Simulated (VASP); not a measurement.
# Pb: single point with PBE

Crystal: Pb.

```
Pb
1.0
     0.00000    2.47502    2.47502
     2.47502    0.00000    2.47502
     2.47502    2.47502    0.00000
Pb
1
Direct
  0.00000 0.00000 0.00000
```

- Program: VASP 6.6.1
- Task: single point
- Functional: PBE
- Potentials or basis: VASP PAW PBE potentials, release 64 (Pb_d)
- Cutoff: 520 eV
- k mesh: 9 × 9 × 9
- Occupations: gaussian, width 0.017 eV
- Spin: no spin polarisation

| Item | Value |
| --- | --- |
| Pressure | 2.2 GPa |
| Band gap on the k mesh | zero (band 7 reaches 14.70 eV, above the bottom of band 8 at 5.74 eV) |

Levels at points of the mesh, in eV from the Fermi level:
```tsv
k point	band 5	band 6	band 7	band 8	band 9	band 10
(0.00, 0.00, 0.00)	-16.80	-11.62	7.55	7.55	7.55	9.90
```

Run time: 14 s on 1 thread of Intel Xeon 6975P-C (shared host), peak memory 0.15 GiB.

Caveat: spin-orbit coupling is left out, which moves the levels of the heavy elements.
